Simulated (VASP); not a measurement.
# Al4Co (Fd-3m) in VASP: relaxation of cell and atoms with PBE

Aim: the relaxation of cell and atoms of Al4Co with PBE.

All numbers are computed with VASP 6.6.1; they aren't measurements. Logs are shortened: lines on timing, memory, paths and dates and some standing lists are left out, and cuts for length are marked.

**1. The cell of the first run**

Symmetry: Fd-3m, No. 227, cubic system. The conventional cell has a = 9.198 Å, b = 9.198 Å, c = 9.198 Å, α = 90.00°, β = 90.00°, γ = 90.00°. Within 2.7 Å of Al (site symmetry 3m) lie 1 Co at 2.01 Å. Within 2.7 Å of Co (site symmetry -43m) lie 4 Al at 2.01 Å.

The cell was generated, and may not be a known phase.

**2. Relaxation of cell and atoms, PBE, collinear spin, ferromagnetic start**

Contents of INCAR:

```
PREC     = Accurate       # precision mode
ENCUT    = 600            # plane-wave cutoff, eV
EDIFF    = 1E-7           # SCF threshold, eV
ISMEAR   = 0              # smearing method
SIGMA    = 0.2            # smearing width, eV
LREAL    = F              # projectors in reciprocal space
LASPH    = T              # aspherical terms in the spheres
NELM     = 150            # most SCF steps
ALGO     = Normal         # electronic algorithm
ISIF     = 3              # what is computed and relaxed
LWAVE    = F              # write WAVECAR
LCHARG   = F              # write CHGCAR
ISPIN    = 2              # spin polarisation
MAGMOM   = 0 0 0 0 0 0 0 0 3 3 # initial moments
LORBIT   = 11             # projections on sites
LMAXMIX  = 4              # l up to which the mixer works
GGA      = PE             # functional
IBRION   = 2              # ionic algorithm
NSW      = 36             # ionic steps
EDIFFG   = -0.08          # ionic threshold
```

Contents of KPOINTS:

```
regular mesh
0
Gamma
  3 3 3
```

Contents of POSCAR:

```
Al4Co
1.0
    0.0000000000      4.5987851000      4.5987851000
    4.5987851000      0.0000000000      4.5987851000
    4.5987851000      4.5987851000      0.0000000000
Al Co
8 2
Direct
    0.3761259900      0.3761259900      0.3761259900
    0.3761259900      0.3761259900      0.8716220300
    0.3761259900      0.8716220300      0.3761259900
    0.8738740100      0.8738740100      0.3783779700
    0.8738740100      0.8738740100      0.8738740100
    0.8716220300      0.3761259900      0.3761259900
    0.8738740100      0.3783779700      0.8738740100
    0.3783779700      0.8738740100      0.8738740100
    0.0000000000      0.0000000000      0.0000000000
    0.2500000000      0.2500000000      0.2500000000
```

Potentials or basis: VASP PAW PBE potentials, release 64 (Al, Co).

Launch:

```console
cat potpaw_PBE.64/Al/POTCAR potpaw_PBE.64/Co/POTCAR > POTCAR
mpirun -np 1 vasp_std > vasp.out
```

OUTCAR:

```text
PREC = Accurate
   ENCUT = 600
   EDIFF = 1E-7
   ISMEAR = 0
   LREAL = F
   LASPH = T
   NELM = 150
   ISIF = 3
   ISPIN = 2
   LORBIT = 11
   GGA = PE
   IBRION = 2
   NSW = 36
   EDIFFG = -0.08

 ion  position               nearest neighbor table
   1  0.376  0.376  0.376-  10 2.01   3 3.22   6 3.22   2 3.22   7 3.25   8 3.25   4 3.25   8 3.25
                             4 3.25   7 3.25   2 3.28   6 3.28   3 3.28
   2  0.376  0.376  0.872-  10 2.01   3 3.22   6 3.22   1 3.22   8 3.25   7 3.25   5 3.25   5 3.25
                             8 3.25   7 3.25   6 3.28   1 3.28   3 3.28
   3  0.376  0.872  0.376-  10 2.01   2 3.22   6 3.22   1 3.22   8 3.25   4 3.25   5 3.25   5 3.25
                             8 3.25   4 3.25   6 3.28   1 3.28   2 3.28
   4  0.874  0.874  0.378-   9 2.01   7 3.22   8 3.22   5 3.22   3 3.25   6 3.25   1 3.25   1 3.25
                             6 3.25   3 3.25   8 3.28   7 3.28   5 3.28
   5  0.874  0.874  0.874-   9 2.01   7 3.22   8 3.22   4 3.22   3 3.25   6 3.25   2 3.25   3 3.25
                             2 3.25   6 3.25   4 3.28   7 3.28   8 3.28
   6  0.872  0.376  0.376-  10 2.01   2 3.22   3 3.22   1 3.22   7 3.25   4 3.25   5 3.25   5 3.25
                             7 3.25   4 3.25   2 3.28   3 3.28   1 3.28
   7  0.874  0.378  0.874-   9 2.01   5 3.22   8 3.22   4 3.22   2 3.25   6 3.25   1 3.25   1 3.25
                             2 3.25   6 3.25   8 3.28   4 3.28   5 3.28
   8  0.378  0.874  0.874-   9 2.01   5 3.22   7 3.22   4 3.22   2 3.25   3 3.25   1 3.25   1 3.25
                             2 3.25   3 3.25   7 3.28   4 3.28   5 3.28
   9  0.000  0.000  0.000-   5 2.01   7 2.01   8 2.01   4 2.01
  10  0.250  0.250  0.250-   1 2.01   3 2.01   6 2.01   2 2.01

  LATTYP: Found a face centered cubic cell.
 ALAT       =     9.1975702000

  Lattice vectors:

 A1 = (   0.0000000000,   4.5987851000,   4.5987851000)
 A2 = (   4.5987851000,   0.0000000000,   4.5987851000)
 A3 = (   4.5987851000,   4.5987851000,   0.0000000000)

Analysis of symmetry for initial positions (statically):
=====================================================================
 Subroutine PRICEL returns:
 Original cell was already a primitive cell.

 Routine SETGRP: Setting up the symmetry group for a
 face centered cubic supercell.

 Subroutine GETGRP returns: Found 48 space group operations
 (whereof 24 operations were pure point group operations)
 out of a pool of 48 trial point group operations.

The static configuration has the point symmetry T_d .
 The point group associated with its full space group is O_h .

Analysis of symmetry for dynamics (positions and initial velocities):
=====================================================================
 Subroutine PRICEL returns:
 Original cell was already a primitive cell.

 Routine SETGRP: Setting up the symmetry group for a
 face centered cubic supercell.

 Subroutine GETGRP returns: Found 48 space group operations
 (whereof 24 operations were pure point group operations)
 out of a pool of 48 trial point group operations.
[... 146 lines left out ...]
  energy-cutoff  :      600.00
  volume of cell :      194.52
 maximum number of plane-waves:      6517
 NGX is ok and might be reduce to    54
   NGX = 25   NGY = 25   NGZ = 25

--------------------------------------- Ionic step        1  -------------------------------------------

 number of electron      42.0000006 magnetization       0.0003070

 number of electron      42.0000006 magnetization      -0.0001092

 Free energy of the ion-electron system (eV)
  ---------------------------------------------------
  ext. energy  EPLUGINS =         0.00000000
  ---------------------------------------------------
  free energy    TOTEN  =       -35.71693384 eV

  energy without entropy =      -35.56287283  energy(sigma->0) =      -35.63990333

------------------------ aborting loop because EDIFF is reached ----------------------------------------

  FORCE on cell =-STRESS in cart. coord.  units (eV):
  Direction    XX          YY          ZZ          XY          YZ          ZX
  --------------------------------------------------------------------------------------
  -------------------------------------------------------------------------------------
  Total       10.0982045     10.0982045     10.0982045      0.0000000      0.0000000      0.0000000
  in kB       83.1754965     83.1754965     83.1754965      0.0000000      0.0000000      0.0000000
  external PRESSURE =      83.1754965 kB  Pullay stress =       0.0000000 kB
[... 309 lines left out ...]
 number of electron      41.9999996 magnetization      -0.0000000

 number of electron      41.9999996 magnetization       0.0000000

 Free energy of the ion-electron system (eV)
  ---------------------------------------------------
  ext. energy  EPLUGINS =         0.00000000
  ---------------------------------------------------
  free energy    TOTEN  =       -40.02108144 eV

  energy without entropy =      -39.86163881  energy(sigma->0) =      -39.94136013

 E-fermi :   6.2410     XC(G=0):  -9.8342

 val. band max:        6.1617770963   @ k =   0.3333   0.3333   0.0000
 cond. band min:       6.2506614431   @ k =  -0.3333   0.3333   0.0000
 fundamental gap:      0.0888843468
 Fermi energy:         6.2410378212

 spin component 1

 k-point     1 :       0.0000    0.0000    0.0000
  band No.  band energies     occupation
      1      -3.4751      1.00000
      2       0.4469      1.00000
      3       1.7595      1.00000
      4       1.7595      1.00000
      5       1.7595      1.00000
      6       1.9071      1.00000
[... 121 lines left out ...]
     29       8.5325      0.00000
     30       8.8788      0.00000
 Fermi energy:         6.2410378212

 spin component 2

 k-point     1 :       0.0000    0.0000    0.0000
  band No.  band energies     occupation
      1      -3.4751      1.00000
      2       0.4469      1.00000
      3       1.7595      1.00000
      4       1.7595      1.00000
      5       1.7595      1.00000
      6       1.9071      1.00000
[... 158 lines left out ...]
  FREE ENERGIE OF THE ION-ELECTRON SYSTEM (eV)
  ---------------------------------------------------
  free  energy   TOTEN  =       -40.0210814405 eV

  energy  without entropy=      -39.8616388126  energy(sigma->0) =      -39.94136013

 reached required accuracy - stopping structural energy minimisation

 total charge

# of ion       s       p       d       tot
------------------------------------------
    1        0.475   0.309   0.000   0.783
    2        0.475   0.309   0.000   0.783
    3        0.475   0.309   0.000   0.783
    4        0.475   0.309   0.000   0.783
    5        0.475   0.309   0.000   0.783
    6        0.475   0.309   0.000   0.783
    7        0.475   0.309   0.000   0.783
    8        0.475   0.309   0.000   0.783
    9        0.531   0.330   7.584   8.445
   10        0.531   0.330   7.584   8.445
--------------------------------------------------
tot          4.858   3.129  15.168  23.156

 magnetization (x)

# of ion       s       p       d       tot
------------------------------------------
    1       -0.000  -0.000   0.000  -0.000
    2       -0.000  -0.000   0.000  -0.000
    3       -0.000  -0.000   0.000  -0.000
    4       -0.000  -0.000   0.000  -0.000
    5       -0.000  -0.000   0.000  -0.000
    6       -0.000  -0.000   0.000  -0.000
    7       -0.000  -0.000   0.000  -0.000
    8       -0.000  -0.000   0.000  -0.000
    9        0.000  -0.000  -0.000  -0.000
   10        0.000  -0.000  -0.000  -0.000
--------------------------------------------------
tot         -0.000  -0.000  -0.000  -0.000
```

OSZICAR:

```text
N       E                     dE             d eps       ncg     rms          rms(c)
DAV:   1     0.192916409019E+03    0.19292E+03   -0.16680E+04   480   0.134E+03
[... 109 lines left out ...]
DAV:   1    -0.400236614821E+02   -0.32142E-02   -0.40434E-02   516   0.199E+00    0.550E-01
DAV:   2    -0.400621701758E+02   -0.38509E-01   -0.21103E-01   652   0.511E+00    0.211E+00
DAV:   3    -0.400208543325E+02    0.41316E-01   -0.15098E-01   636   0.427E+00    0.838E-02
DAV:   4    -0.400211555557E+02   -0.30122E-03   -0.36640E-03   480   0.271E-01    0.929E-02
DAV:   5    -0.400210844338E+02    0.71122E-04   -0.20698E-04   724   0.150E-01    0.158E-02
DAV:   6    -0.400210813624E+02    0.30715E-05   -0.13690E-05   664   0.215E-02    0.369E-03
DAV:   7    -0.400210814405E+02   -0.78175E-07   -0.50968E-07   504   0.532E-03
   8 F= -.40021081E+02 E0= -.39941360E+02  d E =-.137310E-01  mag=    -0.0000
```

It took 18 min on 1 thread of Intel Xeon 6975P-C (Granite Rapids), shared host; peak memory 0.53 GiB.

What came out:

```yaml
Free_energy: -40.0211 eV
Relaxed_volume: 18.45 Å³/atom
Relaxed_cell: a = 6.390 Å, b = 6.390 Å, c = 6.390 Å, α = 60.00°, β = 60.00°, γ = 60.00°
Space_group_after_relaxing_to_0.1_Å: Fd-3m (No. 227)
Energy_gained_by_relaxing: 430.4 meV/atom
Ionic_steps: 8
Pressure_after_relaxing: -0.3 GPa
Largest_force_after_relaxing: 0.035 eV/Å
Band_gap_on_the_k_mesh: zero (filled and empty bands overlap)
Net_moment: 0.00 μB per cell
Valence_electrons_inside_the_program's_atomic_spheres: Al 0.78; Co 8.45
```

Forces in eV/Å, atoms in the order of the input:
```
Al   0.020  0.020  0.020
Al  -0.020 -0.020  0.020
Al  -0.020  0.020 -0.020
Al   0.020  0.020 -0.020
Al  -0.020 -0.020 -0.020
Al   0.020 -0.020 -0.020
Al   0.020 -0.020  0.020
Al  -0.020  0.020  0.020
Co   0.000  0.000  0.000
Co   0.000  0.000  0.000
```

Step by step:
```
step  energy change (eV)  largest force (eV/Å)  pressure (GPa)  volume (Å³)
   1              0.0000                4.1927            8.32       194.52
   2             -2.9903                0.3465           -7.77       224.35
   3             -3.0734                0.7541           -6.38       219.17
   4             -4.0715                0.3332           -3.81       198.28
   5             -4.2907                0.2063           -0.84       185.82
   6             -4.2904                0.1711           -1.02       186.45
   7             -4.3035                0.0806           -0.06       184.05
   8             -4.3041                0.0351           -0.26       184.48
```

Final structure:
```
CELL_PARAMETERS angstrom
0.00000 4.51824 4.51824
4.51824 0.00000 4.51824
4.51824 4.51824 0.00000
ATOMIC_POSITIONS crystal
Al 0.39274 0.39274 0.39274
Al 0.39274 0.39274 0.82179
Al 0.39274 0.82179 0.39274
Al 0.85726 0.85726 0.42821
Al 0.85726 0.85726 0.85726
Al 0.82179 0.39274 0.39274
Al 0.85726 0.42821 0.85726
Al 0.42821 0.85726 0.85726
Co 0.00000 0.00000 0.00000
Co 0.25000 0.25000 0.25000
```

Levels at points of the mesh, in eV from the Fermi level:
Spin up:
| k point | band 18 | band 19 | band 20 | band 21 | band 22 | band 23 | band 24 | band 25 |
| --- | --- | --- | --- | --- | --- | --- | --- | --- |
| (0.00, 0.00, 0.00) | -1.16 | -1.03 | -1.03 | -0.75 | -0.75 | -0.75 | 0.19 | 0.19 |
Spin down:
```
           k point  band 17  band 18  band 19  band 20  band 21  band 22  band 23  band 24  band 25  band 26
(0.00, 0.00, 0.00)    -1.16    -1.16    -1.03    -1.03    -0.75    -0.75    -0.75     0.19     0.19     3.30
```

Caveat: the k points lie up to 0.40 Å⁻¹ apart in the final cell, too coarse for converged energies and pressures of a metal; the moments typed at the start vanished in this run; the relaxation stopped at a loose force limit of 0.08 eV/Å, so its end isn't a converged minimum.

The gap in the log of VASP goes by the Fermi energy; the results here count the filled bands.